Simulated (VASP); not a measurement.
The system is CdO.

```
CELL_PARAMETERS angstrom
0.00000 2.35300 2.35300
2.35300 0.00000 2.35300
2.35300 2.35300 0.00000
ATOMIC_POSITIONS crystal
Cd 0.00000 0.00000 0.00000
O 0.50000 0.50000 0.50000
```

Program: VASP 6.6.1. Alike in all runs: task single point; cell as given; smearing fermi-dirac 0.02 eV.

Order these runs on this cell by their pressure, lowest first.
A. level r2SCAN; potentials or basis VASP PAW PBE potentials, release 64 (Cd, O); spin off; k mesh 8 × 8 × 8; cutoff (eV) 660
B. level PBE; potentials or basis VASP PAW PBE potentials, release 64 (Cd, O); spin non-collinear, zero start, SOC; k mesh 6 × 6 × 6; cutoff (eV) 600
C. level LDA; potentials or basis VASP PAW LDA potentials, release 64 (Cd, O); spin off; k mesh 6 × 6 × 6; cutoff (eV) 600

C (-5.2 GPa), A (1.5 GPa), B (6.6 GPa).

Caveats: some runs use coarse meshes; the PAW data sets were made with another functional, which shifts forces and pressure a little (some runs).
